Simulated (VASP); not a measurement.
Cu:

```
Cu
1.0
     2.53410    0.00000    0.00000
    -1.26705    2.19459    0.00000
     0.00000    0.00000    4.11257
Cu
2
Direct
  0.33333 0.66667 0.25000
  0.66667 0.33333 0.75000
```

Base run:

| Property | Result |
| --- | --- |
| Program | VASP 6.6.1 |
| Functional | PBEsol |
| Potentials or basis | VASP PAW PBE potentials, release 64 (Cu) |
| Cutoff | 520 eV |
| k mesh | 14 × 14 × 7 |
| Occupations | fermi-dirac, width 0.2 eV |
| Spin | no spin polarisation |

Its results: band gap on the k mesh zero (band 11 reaches 11.35 eV, above the bottom of band 12 at 5.88 eV); pressure -0.7 GPa.

The run is repeated on the same cell with these changes: occupations from fermi-dirac, width 0.2 eV to fermi-dirac, width 0.5 eV. What comes out?

Band gap on the k mesh zero (band 11 reaches 11.31 eV, above the bottom of band 12 at 5.78 eV); pressure 1.1 GPa.

Caveats: the PAW data sets were made with another functional, which shifts forces and pressure a little.
